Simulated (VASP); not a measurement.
Wanted: the native input for a VASP 6.6.1 run.

```
Task                   : single point
Functional             : PBEsol
Potentials or basis    : VASP PAW PBE potentials, release 64 (Pt)
Cutoff                 : 520 eV
k mesh                 : 20 × 20 × 20
Occupations            : gaussian, width 0.15 eV
Spin                   : no spin polarisation
Dipole correction      : no
Further INCAR settings : ALGO = Normal; EDIFF = 1e-07; NBANDS = 11
```

The structure of Pt lies in POSCAR:

```
Pt
1.0
    0.0000000000      2.0557950000      1.9089525000
    2.0557950000      0.0000000000      1.9089525000
    2.0557950000      2.0557950000      0.0000000000
Pt
1
Direct
    0.0000000000      0.0000000000      0.0000000000
```

This cell differs from its parent crystal: strain +0.050 along x and y, -0.025 along z.

One way to write it, as run:

INCAR

```
SYSTEM = Pt
  PREC = Accurate
  ENCUT = 520
  EDIFF = 1E-7
  ISMEAR = 0
  SIGMA = 0.15
  LREAL = .FALSE.
  LASPH = .TRUE.
  NELM = 80
  ALGO = Normal
  ISIF = 2
  LWAVE = .FALSE.
  LCHARG = .FALSE.
  GGA = PS
  NBANDS = 11
```

KPOINTS

```
Automatic mesh
0
G
  20 20 20
  0 0 0
```

Potentials or basis: VASP PAW PBE potentials, release 64 (Pt).

Run with:

```console
$ cat potpaw_PBE.64/Pt/POTCAR > POTCAR
$ mpirun -np 1 vasp_std > vasp.out
```

Results of the run:

- Pressure: -16.6 GPa
- Band gap on the k mesh: zero (band 5 reaches 10.52 eV, above the bottom of band 6 at 8.27 eV)

Caveat: the cell differs from its parent crystal (strain +0.050 along x and y, -0.025 along z); the PAW data sets were made with another functional, which shifts forces and pressure a little; spin-orbit coupling is left out, which moves the levels of the heavy elements.

Run time: 30 s on 1 thread of Intel(R) Xeon(R) 6975P-C (Granite Rapids), with other jobs on the host, peak memory 0.24 GiB.
